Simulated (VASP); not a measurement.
FeO:

```
Fe O
1.0
     0.00000    2.15540    2.15540
     2.15540    0.00000    2.15540
     2.15540    2.15540    0.00000
Fe O
1 1
Direct
  0.00000 0.00000 0.00000
  0.50000 0.50000 0.50000
```

Base run:

```yaml
Program: VASP 6.6.1
Functional: LDA
Potentials_or_basis: VASP PAW LDA potentials, release 64 (Fe, O)
Cutoff: 600 eV
k_mesh: 13 × 13 × 13
Occupations: fermi-dirac, width 0.15 eV
Spin: collinear spin, ferromagnetic start
Starting_moments: "[3.28, 0.22] μB"
Fixed_moment: 3.4 μB
```

Its results: pressure -21.7 GPa; site moments Fe +3.13; O +0.18 μB.

Task: After a change of settings the same cell gave: pressure -37.3 GPa; site moments Fe +0.79; O -0.00 μB. Which change was it?
A. fixed moment from 3.4 μB to 0.8 μB; moments at the start from [3.28, 0.22] to [0.83, -0.01]
B. fixed moment from 3.4 μB to 2.5 μB; moments at the start from [3.28, 0.22] to [2.5, 0.06]
C. fixed moment from 3.4 μB to 1.7 μB; moments at the start from [3.28, 0.22] to [1.74, 0.01]
D. fixed moment from 3.4 μB to 4.2 μB; moments at the start from [3.28, 0.22] to [3.84, 0.45]

Result: A.

Caveats: the cell stands under tension; the total moment is fixed, so each spin has its own Fermi level; a cell with one magnetic atom can't hold antiferromagnetic order, which such compounds often take.
